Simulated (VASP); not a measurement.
Input of a VASP 6.6.1 run:

The input INCAR:

```
SYSTEM = As
ALGO = Normal
EDIFF = 1E-6
ENCUT = 510
GGA_COMPAT = .FALSE.
ISIF = 2
ISMEAR = 0
LASPH = .TRUE.
LCHARG = .FALSE.
LREAL = .FALSE.
LWAVE = .FALSE.
NBANDS = 22
NELM = 120
PREC = Accurate
SIGMA = 0.05
```

File KPOINTS:

```
k-points
0
G
  8 8 8
  0 0 0
```

File POSCAR:

```
As
1.0
    1.8572967915      1.0723109671      3.4701543785
   -1.8572967915      1.0723109671      3.4701543785
    0.0000000000     -2.1446214405      3.4701545311
As
2
Direct
    0.7709746618      0.7709746618      0.7709746618
    0.2290253382      0.2290253382      0.2290253382
```

Potentials or basis: VASP PAW LDA potentials, release 64 (As_d).

The run is started by

```sh
$ cat potpaw_LDA.64/As_d/POTCAR > POTCAR
$ mpirun -np 1 vasp_std > vasp.out
```

**Question.** Estimate the largest force.

**Answer.** 0.026 eV/Å.

**Question.** Predict the band gap on the k mesh.

**Answer.** Zero (bands 15 and 16 overlap by 0.62 eV).

Forces on the atoms (eV/Å):
```
As   0.000  0.000 -0.026
As   0.000  0.000  0.026
```
